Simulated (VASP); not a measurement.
Runs of VASP 6.6.1 on SiC. The structure is that of space group F-43m (No. 216), or close to it. The cells are those of the table. 

```tsv
cell	gap on the mesh (eV)	pressure (GPa)	largest force (eV/Å)
a = 3.106 Å, angles 60.0°, 2 atoms	1.17	-4.9	(c)
a = 3.055 Å, angles 60.0°, 2 atoms	1.21	6.2	-
a = 3.132 Å, angles 60.0°, 2 atoms	1.20	-9.6	(a)
a = 3.081 Å, angles 60.0°, 2 atoms	(b)	0.4	0.33
```

Alike in all rows: task single point; level PBEsol; potentials or basis VASP PAW PBE potentials, release 64 (Si, C); no spin polarisation; k mesh 10 × 10 × 10; cutoff (eV) 520; smearing gaussian 0.05 eV.

Task: Estimate the missing entries.

Result: (a) 0.30; (b) 1.15; (c) 0.31.

Caveats: the PAW data sets were made with another functional, which shifts forces and pressure a little.

A k mesh can miss the band edges.
